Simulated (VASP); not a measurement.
# LiSi32 (a cell with a defect) in VASP: single point with PBE

Aim: the single point of LiSi32 (a cell with a defect) with PBE.

Program: VASP 6.6.1. These are calculated values, not measurements. Logs are shortened: lines on timing, memory, paths and dates and some standing lists are left out, and cuts for length are marked.

## (1) The cell of the first run

The cell holds a defect, 33 atoms: a = 9.474 Å, b = 9.474 Å, c = 9.474 Å, α = 109.47°, β = 109.47°, γ = 109.47°.

## (2) Single point, PBE

INCAR

```
ALGO     = Normal         # electronic algorithm
EDIFF    = 1E-6           # SCF threshold, eV
ENCUT    = 650            # plane-wave cutoff, eV
GGA      = PE             # functional
GGA_COMPAT= False        
ISIF     = 2              # what is computed and relaxed
ISMEAR   = 0              # smearing method
LASPH    = True           # aspherical terms in the spheres
LCHARG   = False          # write CHGCAR
LREAL    = Auto         
LWAVE    = False          # write WAVECAR
NBANDS   = 88             # bands
NELECT   = 130.0        
NELM     = 120            # most SCF steps
PREC     = Accurate       # precision mode
SIGMA    = 0.02           # smearing width, eV
```

KPOINTS

```
Automatic mesh
0
Gamma
  2 2 2
  0.5 0.5 0.5
```

POSCAR

```
LiSi32
1.0
    5.4700937551     -5.4700937551      5.4700937551
   -5.4700937551     -5.4700937551     -5.4700937551
    5.4700937551      5.4700937551     -5.4700937551
Si Li
32 1
Direct
    0.5000046841      0.0007405723      0.7484931124
    0.7484960374      0.0007412122      0.5000029474
    0.7387707928      0.7401618110      0.7387692389
    0.0000035648      0.0013931205      0.2612414090
    0.0000051187      0.7496783755      0.4977883601
    0.0000059414      0.4994241639      0.7498453744
    0.2612441512      0.0013938518      0.0000021023
    0.2501675586      0.7495848670      0.2501654563
    0.2484966549      0.5007410517      0.5000039528
    0.2515191808      0.2522546343      0.7515163696
    0.4977893656      0.7496783755      0.0000039305
    0.5000062380      0.5007404119      0.2484937299
    0.5022215565      0.2518946771      0.5022203682
    0.7498485737      0.4994252608      0.0000038391
    0.7515180149      0.2522546343      0.2515169870
    0.0000042961      0.2515555604      0.0000032906
    0.5001677526      0.2509221160      0.7505694022
    0.7505700421      0.2509218418      0.5001651932
    0.7490049866     -0.0007490731      0.7490028843
    0.0000060328      0.2502495499      0.2510041987
    0.0000086836      0.0014086596      0.5079664306
    0.0000054844      0.7472300628      0.7458480024
    0.2510050214      0.2502495499      0.0000039305
    0.2541631939      0.0013866307      0.2541610002
    0.2504087793      0.7507602582      0.4998438093
    0.2494412456      0.5003579687      0.7495994006
    0.5079684416      0.0014084768      0.0000059414
    0.4998462773      0.7507603496      0.2504080481
    0.4920493360      0.4934490378      0.4920466852
    0.7458489164      0.7472304284      0.0000032906
    0.7496019600      0.5003581515      0.2494386863
    0.0000086836      0.5017097737      0.0000060328
    0.0000171843     -0.0409402489      0.0000142594
```

Potentials or basis: VASP PAW PBE potentials, release 64 (Si, Li_sv).

Launch:

```sh
$ cat potpaw_PBE.64/Si/POTCAR potpaw_PBE.64/Li_sv/POTCAR > POTCAR
$ mpirun -np 1 vasp_std > vasp.out
```

OUTCAR:

```text
EDIFF = 1E-6
   ENCUT = 650
   GGA = PE
   ISIF = 2
   ISMEAR = 0
   LASPH = True
   LREAL = Auto
   NELECT = 130.0
   NELM = 120
   PREC = Accurate

 ion  position               nearest neighbor table
   1  0.500  0.001  0.748-  27 2.36  19 2.36  25 2.36  17 2.36
   2  0.748  0.001  0.500-  21 2.36  19 2.36  28 2.36  18 2.36
   3  0.739  0.740  0.739-  29 2.34  33 2.37  19 2.39  30 2.43  22 2.43
   4  0.000  0.001  0.261-  21 2.34  33 2.37  20 2.39  30 2.43  24 2.43
   5  0.000  0.750  0.498-  21 2.35  22 2.36  31 2.36  25 2.36
   6  0.000  0.499  0.750-  22 2.36  26 2.36  18 2.36  32 2.36
   7  0.261  0.001  0.000-  27 2.34  33 2.37  23 2.39  22 2.43  24 2.43
   8  0.250  0.750  0.250-  24 2.36  28 2.36  25 2.36  32 2.36
   9  0.248  0.501  0.500-  29 2.36  20 2.36  26 2.36  25 2.36
  10  0.252  0.252  0.752-  21 2.36  23 2.36  17 2.36  26 2.36
  11  0.498  0.750  0.000-  27 2.35  30 2.36  26 2.36  28 2.36
  12  0.500  0.501  0.248-  29 2.36  23 2.36  31 2.36  28 2.36
  13  0.502  0.252  0.502-  29 2.35  24 2.36  17 2.36  18 2.36
  14  0.750  0.499  0.000-  30 2.36  31 2.36  17 2.36  32 2.36
  15  0.752  0.252  0.252-  27 2.36  20 2.36  18 2.36  31 2.36
  16  0.000  0.252  0.000-  32 2.37  19 2.38  20 2.38  23 2.38  33 2.77
  17  0.500  0.251  0.751-  14 2.36  13 2.36  10 2.36   1 2.36
  18  0.751  0.251  0.500-   6 2.36  13 2.36  15 2.36   2 2.36
  19  0.749  0.999  0.749-   1 2.36   2 2.36  16 2.38   3 2.39
  20  0.000  0.250  0.251-   9 2.36  15 2.36  16 2.38   4 2.39
  21  0.000  0.001  0.508-   4 2.34   5 2.35  10 2.36   2 2.36
  22  0.000  0.747  0.746-   5 2.36   6 2.36   7 2.43   3 2.43  33 2.57
  23  0.251  0.250  0.000-  12 2.36  10 2.36  16 2.38   7 2.39
  24  0.254  0.001  0.254-  13 2.36   8 2.36   7 2.43   4 2.43  33 2.57
  25  0.250  0.751  0.500-   8 2.36   5 2.36   1 2.36   9 2.36
  26  0.249  0.500  0.750-   6 2.36  11 2.36   9 2.36  10 2.36
  27  0.508  0.001  0.000-   7 2.34  11 2.35  15 2.36   1 2.36
  28  0.500  0.751  0.250-   8 2.36  11 2.36   2 2.36  12 2.36
  29  0.492  0.493  0.492-   3 2.34  13 2.35  12 2.36   9 2.36
  30  0.746  0.747  0.000-  11 2.36  14 2.36   3 2.43   4 2.43  33 2.57
  31  0.750  0.500  0.249-  14 2.36   5 2.36  12 2.36  15 2.36
  32  0.000  0.502  0.000-   8 2.36  14 2.36   6 2.36  16 2.37
  33  0.000  0.959  0.000-   7 2.37   4 2.37   3 2.37  24 2.57  22 2.57  30 2.57  16 2.77

  LATTYP: Found a body centered cubic cell.
 ALAT       =    10.9401875102

  Lattice vectors:

 A1 = (   5.4700937551,  -5.4700937551,   5.4700937551)
 A2 = (  -5.4700937551,  -5.4700937551,  -5.4700937551)
 A3 = (   5.4700937551,   5.4700937551,  -5.4700937551)

Analysis of symmetry for initial positions (statically):
=====================================================================
 Subroutine PRICEL returns:
 Original cell was already a primitive cell.

 Routine SETGRP: Setting up the symmetry group for a
 body centered cubic supercell.

 Subroutine GETGRP returns: Found  2 space group operations
 (whereof  2 operations were pure point group operations)
 out of a pool of 48 trial point group operations.

The static configuration has the point symmetry C_1h.

Analysis of symmetry for dynamics (positions and initial velocities):
=====================================================================
 Subroutine PRICEL returns:
 Original cell was already a primitive cell.

 Routine SETGRP: Setting up the symmetry group for a
 body centered cubic supercell.

 Subroutine GETGRP returns: Found  2 space group operations
 (whereof  2 operations were pure point group operations)
 out of a pool of 48 trial point group operations.

The dynamic configuration has the point symmetry C_1h.

 Subroutine INISYM returns: Found  2 space group operations
 (whereof  2 operations are pure point group operations),
 and found     1 'primitive' translations

----------------------------------------------------------------------------------------

                                     Primitive cell

  volume of cell :     654.7030

  direct lattice vectors                    reciprocal lattice vectors
     5.470093755 -5.470093755  5.470093755     0.091406112 -0.091406112  0.000000000
    -5.470093755 -5.470093755 -5.470093755     0.000000000 -0.091406112 -0.091406112
     5.470093755  5.470093755 -5.470093755     0.091406112  0.000000000 -0.091406112

  length of vectors
     9.474480306  9.474480306  9.474480306     0.129267763  0.129267763  0.129267763

  position of ions in fractional coordinates (direct lattice)
     0.500004684  0.000740572  0.748493112
     0.748496037  0.000741212  0.500002947
     0.738770793  0.740161811  0.738769239
     0.000003565  0.001393120  0.261241409
     0.000005119  0.749678375  0.497788360
     0.000005941  0.499424164  0.749845374
[... 25 lines left out ...]
     0.000008684  0.501709774  0.000006033
     0.000017184  0.959059751  0.000014259

  ion indices of the primitive-cell ions
   primitive index   ion index
                 1           1
                 2           2
                 3           3
                 4           4
                 5           5
                 6           6
[... 25 lines left out ...]
                32          32
                33          33

----------------------------------------------------------------------------------------

 KPOINTS: Automatic mesh

Automatic generation of k-mesh.
 Grid dimensions read from file:
 generate k-points for:    2    2    2

 Generating k-lattice:

  Cartesian coordinates                     Fractional coordinates (reciprocal lattice)
     0.045703056 -0.045703056  0.000000000     0.500000000  0.000000000  0.000000000
     0.000000000 -0.045703056 -0.045703056     0.000000000  0.500000000  0.000000000
     0.045703056  0.000000000 -0.045703056     0.000000000  0.000000000  0.500000000

  Length of vectors
     0.064633881  0.064633881  0.064633881

  Shift w.r.t. Gamma in fractional coordinates (k-lattice)
     0.500000000  0.500000000  0.500000000

 Subroutine IBZKPT returns following result:
 ===========================================

 Found      3 irreducible k-points:

 Following reciprocal coordinates:
            Coordinates               Weight
  0.250000  0.250000  0.250000      2.000000
 -0.250000  0.250000  0.250000      4.000000
  0.250000 -0.250000  0.250000      2.000000
   k-points           NKPTS =      3   k-points in BZ     NKDIM =      3   number of bands    NBANDS=     88
   number of dos      NEDOS =    301   number of ions     NIONS =     33
   total plane-waves  NPLWV = 512000
   dimension x,y,z NGX =    80 NGY =   80 NGZ =   80
   dimension x,y,z NGXF=   160 NGYF=  160 NGZF=  160
   ions per type =              32   1
   NGX,Y,Z   is equivalent  to a cutoff of  14.04, 14.04, 14.04 a.u.
   NGXF,Y,Z  is equivalent  to a cutoff of  28.07, 28.07, 28.07 a.u.
 SYSTEM =  unknown system
   PREC   = accura    normal or accurate (medium, high low for compatibility)
   ISTART =      0    job   : 0-new  1-cont  2-samecut
   ICHARG =      2    charge: 1-file 2-atom 10-const
   ISPIN  =      1    spin polarized calculation?
   LNONCOLLINEAR =      F non collinear calculations
   LSORBIT =      F    spin-orbit coupling
   LASPH  =      T    aspherical Exc in radial PAW
   ENCUT  =  650.0 eV  47.77 Ry    6.91 a.u.  19.70 19.70 19.70*2*pi/ulx,y,z
   NELM   =    120;   NELMIN=  2; NELMDL= -5     # of ELM steps
   EDIFF  = 0.1E-05   stopping-criterion for ELM
   LREAL  =      T    real-space projection
   EDIFFG = 0.1E-04   stopping-criterion for IOM
   NSW    =      0    number of steps for IOM
   IBRION =     -1    ionic relax: 0-MD 1-quasi-New 2-CG
   NFREE  =      0    steps in history (QN), initial steepest desc. (CG)
   ISIF   =      2    stress and relaxation
   ISYM   =      2    0-nonsym 1-usesym 2-fastsym
   POTIM  = 0.5000    time-step for ionic-motion
   TEBEG  =    0.0;   TEEND  =   0.0 temperature during run
   PSTRESS=    0.0 pullay stress
   NELECT =     130.0000    total number of electrons
   NUPDOWN=      -1.0000    fix difference up-down
   EMIN   =  10.00;   EMAX   =-10.00  energy-range for DOS
   EFERMI =   0.00;   METHOD = LEGACY
   ISMEAR =     0;   SIGMA  =   0.02  broadening in eV -4-tet -1-fermi 0-gaus
   EFERMI_NEDOS =   21; number of points for ismear=-14 and -15
   IALGO  =     38    algorithm
   IMIX   =      4    mixing-type and parameters
     AMIX     =   0.40;   BMIX     =  1.00
     AMIX_MAG =   1.60;   BMIX_MAG =  1.00
  volume/ion in A,a.u.               =      19.84       133.88
  Fermi-wavevector in a.u.,A,eV,Ry     =   0.955083  1.804845 12.411014  0.912184
  Thomas-Fermi vector in A             =   2.083889
   LORBIT       =      0    0 simple, 1 ext, 2 COOP (PROOUT), +10 PAW based schemes
   GGA     = PE    functional components
   LHFCALC =     F    Hartree Fock is set to
   AEXX    =    0.0000 exact exchange contribution
   IVDW    =     0    specifies the selected vdW correction
   LEPSILON=     F    determine dielectric tensor
   LRPA    =     F    only Hartree local field effects (RPA)
 non-spin polarized calculation
 Gauss-broadening in eV      SIGMA  =   0.02
  energy-cutoff  :      650.00
  volume of cell :      654.70
 maximum number of plane-waves:     24616
 NGX is ok and might be reduce to    80
   NGX = 39   NGY = 39   NGZ = 39

 number of electron     129.9999999 magnetization

 Free energy of the ion-electron system (eV)
  ---------------------------------------------------
  ext. energy  EPLUGINS =         0.00000000
  ---------------------------------------------------
  free energy    TOTEN  =      -181.41888119 eV

  energy without entropy =     -181.41888119  energy(sigma->0) =     -181.41888119

 E-fermi :   5.1073     XC(G=0):  -9.3507

 val. band max:        4.9905855268   @ k =   0.2500   0.2500   0.2500
 cond. band min:       6.3440257851   @ k =  -0.2500   0.2500   0.2500
 fundamental gap:      1.3534402582
 Fermi energy:         5.1073066051

 k-point     1 :       0.2500    0.2500    0.2500
  band No.  band energies     occupation
      1     -40.6560      2.00000
      2      -5.3522      2.00000
      3      -5.3302      2.00000
      4      -5.3302      2.00000
      5      -5.3054      2.00000
      6      -3.5417      2.00000
[... 69 lines left out ...]
     76       7.2908      0.00000
     77       7.3175      0.00000

 k-point     2 :      -0.2500    0.2500    0.2500
  band No.  band energies     occupation
      1     -40.6560      2.00000
      2      -5.8427      2.00000
      3      -4.8433      2.00000
      4      -4.8203      2.00000
      5      -4.8101      2.00000
      6      -4.7782      2.00000
[... 69 lines left out ...]
     76       8.0062      0.00000
     77       8.1008      0.00000

 k-point     3 :       0.2500   -0.2500    0.2500
  band No.  band energies     occupation
      1     -40.6560      2.00000
      2      -5.8427      2.00000
      3      -4.8433      2.00000
      4      -4.8203      2.00000
      5      -4.8101      2.00000
      6      -4.7782      2.00000
[... 69 lines left out ...]
     76       8.0062      0.00000
     77       8.1008      0.00000
 [bands above 77 left out]

------------------------ aborting loop because EDIFF is reached ----------------------------------------

  FORCE on cell =-STRESS in cart. coord.  units (eV):
  Direction    XX          YY          ZZ          XY          YZ          ZX
  --------------------------------------------------------------------------------------
  -------------------------------------------------------------------------------------
  Total       -6.1072619     -6.1075210     -6.1075210     -0.5721367     -0.5713871     -0.5721367
  in kB      -14.9455818    -14.9462159    -14.9462159     -1.4001226     -1.3982883     -1.4001226
  external PRESSURE =     -14.9460045 kB  Pullay stress =       0.0000000 kB

 VOLUME and BASIS-vectors are now :
 -----------------------------------------------------------------------------
  energy-cutoff  :      650.00
  volume of cell :      654.70
      direct lattice vectors                 reciprocal lattice vectors
     5.470093755 -5.470093755  5.470093755     0.091406112 -0.091406112  0.000000000
    -5.470093755 -5.470093755 -5.470093755     0.000000000 -0.091406112 -0.091406112
     5.470093755  5.470093755 -5.470093755     0.091406112  0.000000000 -0.091406112

 POSITION                                       TOTAL-FORCE (eV/Angst)
 -----------------------------------------------------------------------------------
      6.82535      1.35520     -1.36331         0.014009      0.012600      0.005653
      6.82535     -1.36334      1.35523         0.014009      0.005653      0.012600
      4.03353     -4.04876     -4.04875         0.025757      0.031132      0.031132
      1.42141      1.42138     -1.43662         0.031382      0.031105      0.025508
     -1.37783     -1.37789     -6.82373         0.033881      0.033719     -0.015157
      1.36986      1.36979     -6.83359         0.012728      0.012596      0.009105
[... 25 lines left out ...]
     -2.74432     -2.74441     -2.74438         0.006462      0.007257      0.007257
     -5.24597     -5.24616     -5.24613        -0.414187     -0.413155     -0.413155
 -----------------------------------------------------------------------------------
    total drift:                                0.036439      0.062473      0.014223

  FREE ENERGIE OF THE ION-ELECTRON SYSTEM (eV)
  ---------------------------------------------------
  free  energy   TOTEN  =      -181.4188811851 eV

  energy  without entropy=     -181.4188811851  energy(sigma->0) =     -181.41888119
```

Run time: 13 min. Hardware: 1 thread of Intel Xeon 8259CL, shared host; peak memory 0.98 GiB.

What came out:

```yaml
Free_energy: -181.4189 eV
Largest_force: 0.716 eV/Å
```

Forces on the atoms (eV/Å):
```
Si   0.014  0.013  0.006
Si   0.014  0.006  0.013
Si   0.026  0.031  0.031
Si   0.031  0.031  0.026
Si   0.034  0.034 -0.015
Si   0.013  0.013  0.009
Si   0.031  0.026  0.031
Si   0.009  0.013  0.013
Si   0.013  0.006  0.014
Si   0.005  0.014  0.013
Si   0.034 -0.015  0.034
Si   0.013  0.014  0.006
Si  -0.015  0.034  0.034
Si   0.013  0.009  0.013
Si   0.005  0.013  0.014
Si   0.002  0.002  0.002
Si   0.005  0.002  0.017
Si   0.005  0.017  0.002
Si   0.014  0.017  0.017
Si   0.017  0.017  0.014
Si   0.018  0.018  0.016
Si   0.028  0.028 -0.037
Si   0.017  0.014  0.017
Si  -0.037  0.028  0.028
Si   0.002  0.017  0.005
Si   0.017  0.005  0.002
Si   0.018  0.016  0.018
Si   0.002  0.005  0.017
Si   0.015  0.018  0.018
Si   0.028 -0.037  0.028
Si   0.017  0.002  0.005
Si   0.006  0.007  0.007
Li  -0.414 -0.413 -0.413
```

Levels at points of the mesh, in eV from the Fermi level:
```
           k point  band 62  band 63  band 64  band 65  band 66  band 67  band 68  band 69
(0.25, 0.25, 0.25)    -0.16    -0.13    -0.13    -0.12     1.92     2.02     2.02     2.08
```

Caveat: the cell carries a net charge on a neutralising background, which shifts energy and pressure; the cell is charged against a uniform background, so pressure and absolute levels hang on convention.
